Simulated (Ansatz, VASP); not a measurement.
## Two plane-wave programs on P

Contents of INCAR:

```
SYSTEM = P
PREC = Accurate ; ENCUT = 400
EDIFF = 1E-8 ; ISMEAR = -1
SIGMA = 0.08 ; LREAL = .False.
LASPH = .True. ; NELM = 120
ALGO = Normal ; ISIF = 2
LWAVE = .False. ; LCHARG = .False.
GGA = PS ; LEFG = .True.
NBANDS = 8 ; GGA_COMPAT = .False.
```

The input KPOINTS:

```
Automatic mesh
0
Gamma
  10 10 9
  0 0 0
```

The input POSCAR:

```
P
1.0
    4.2442267795      0.0000000000      0.0000000000
    0.0000000000      4.2442267795      0.0000000000
    0.0000000000      0.0000000000      4.3486165643
P
1
Direct
    0.0000000000      0.0000000000      0.0000000000
```

Input for Ansatz:

```yaml
crystal:
  lattice:
    - [4.2442267795, 0.0, 0.0]
    - [0.0, 4.2442267795, 0.0]
    - [0.0, 0.0, 4.3486165643]
  atoms:
    - { symbol: P, position: [0.0, 0.0, 0.0] }
kpoints:
  mp_grid: { grid: [10, 10, 9] }
scf:
  occupations: { method: fermi_dirac, width: 0.08 }
hamiltonian:
  xc: pbesol
  pseudopotentials: { kind: paw }
output:
  forces: true
  stress: true
  eigenvalues: true
  efg: { contact_densities: true }
```

Change from the starting cell: volume scaled by 0.98, PAW files.

Alike in both runs: task electric field gradients; functional PBEsol; k mesh 10 × 10 × 9; occupations fermi-dirac, width 0.08 eV; no spin polarisation.

|  | VASP | Ansatz |
| --- | --- | --- |
| version | VASP 6.6.1 | Ansatz 0.2.0 |
| potentials or method | VASP PAW PBE potentials, release 64 (P) | PAW with Ansatz's default frozen-core files, scalar-relativistic |
| plane-wave cutoff (eV) | 400 | 420 |
| valence electrons in the cell | 5 | 5 |

|  | VASP | Ansatz | Ansatz less VASP |
| --- | --- | --- | --- |
| pressure (GPa) | -4.0 | -4.0 | 0.00 |
| traceless stress, the component that is largest in VASP (GPa) | 0.32 | 0.32 | 0.000 |
| size of Vzz on the site where it differs most (V/Å²) | 0.7 | 0.7 | -0.04 |

VASP's potentials were made for PBE, not for PBEsol.
